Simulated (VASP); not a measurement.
A run of VASP 6.6.1 is set up as follows.

Contents of INCAR:

```
SYSTEM = TaAs
PREC = Accurate
ENCUT = 520
EDIFF = 1E-6
ISMEAR = 0
SIGMA = 0.1
LREAL = .False.
LASPH = .True.
NELM = 80
ALGO = Normal
ISIF = 2
LWAVE = .False.
LCHARG = .False.
GGA = PS
NBANDS = 15
```

Contents of KPOINTS:

```
Automatic mesh
0
Gamma
  14 14 14
  0 0 0
```

File POSCAR:

```
TaAs
1.0
    0.0000000000      2.4853288290      2.4853288290
    2.4853288290      0.0000000000      2.4853288290
    2.4853288290      2.4853288290      0.0000000000
Ta As
1 1
Direct
    0.5000000000      0.5000000000      0.5000000000
    0.0000000000      0.0000000000      0.0000000000
```

Potentials or basis: VASP PAW PBE potentials, release 64 (Ta_pv, As).

Launch:

```bash
$ cat potpaw_PBE.64/Ta_pv/POTCAR potpaw_PBE.64/As/POTCAR > POTCAR
$ mpirun -np 1 vasp_std > vasp.out
```

(1) What does it give for the band gap on the k mesh?

(2) Predict the pressure.

Answers

(1) zero (band 8 reaches 9.95 eV, above the bottom of band 9 at 7.26 eV).

(2) 32.9 GPa.

Caveat: the cell differs from its parent crystal (N replaced by As, lengths x 1.120, strained); the PAW data sets were made with another functional, which shifts forces and pressure a little; spin-orbit coupling is left out, which moves the levels of the heavy elements.
